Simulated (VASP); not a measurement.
**NbCd3: electric field gradients with LDA**

The system is NbCd3.

```
Nb Cd
1.0
     4.12896    0.00000    0.00000
     0.00000    4.12896    0.00000
     0.00000    0.00000    4.12896
Nb Cd
1 3
Cartesian
  0.0000 0.0000 0.0000
  0.0000 2.0645 2.0645
  2.0645 0.0000 2.0645
  2.0645 2.0645 0.0000
```

```
Program                : VASP 6.6.1
Task                   : electric field gradients
Functional             : LDA
Potentials or basis    : VASP PAW LDA potentials, release 64 (Nb_sv, Cd)
Cutoff                 : 520 eV
k mesh                 : 9 × 9 × 9
Occupations            : fermi-dirac, width 0.08 eV
Spin                   : no spin polarisation
Dipole correction      : no
Further INCAR settings : ALGO = Normal; EDIFF = 1e-08; NBANDS = 32
```

The pressure is 6.6 GPa, the band gap on the k mesh is zero (an odd number of electrons rules out a gap without spin polarisation) and the largest electric field gradient by atom is Nb +0.0; Cd +120.5 V/Å².

Levels at points of the mesh, in eV from the Fermi level:
```tsv
k point	band 22	band 23	band 24	band 25	band 26	band 27
(0.00, 0.00, 0.00)	-0.91	0.17	0.17	0.17	1.44	1.44
```

Electric field gradients, principal values (V/Å²):
| atom | least | middle | greatest (by size) |
| --- | --- | --- | --- |
| 1 Nb | 0.000 | 0.000 | 0.000 |
| 2 Cd | -60.247 | -60.247 | 120.494 |
| 3 Cd | -60.247 | -60.247 | 120.494 |
| 4 Cd | -60.247 | -60.247 | 120.494 |

Run time: 49 s on 1 thread of Intel(R) Xeon(R) Platinum 8259CL CPU @ 2.50GHz (Skylake/Cascade Lake), with other jobs on the host, peak memory 0.19 GiB.

Caveat: the cell stands under pressure; without QUAD_EFG the Cq values of the log hold for a quadrupole moment of 1 mb, not for the nuclei.
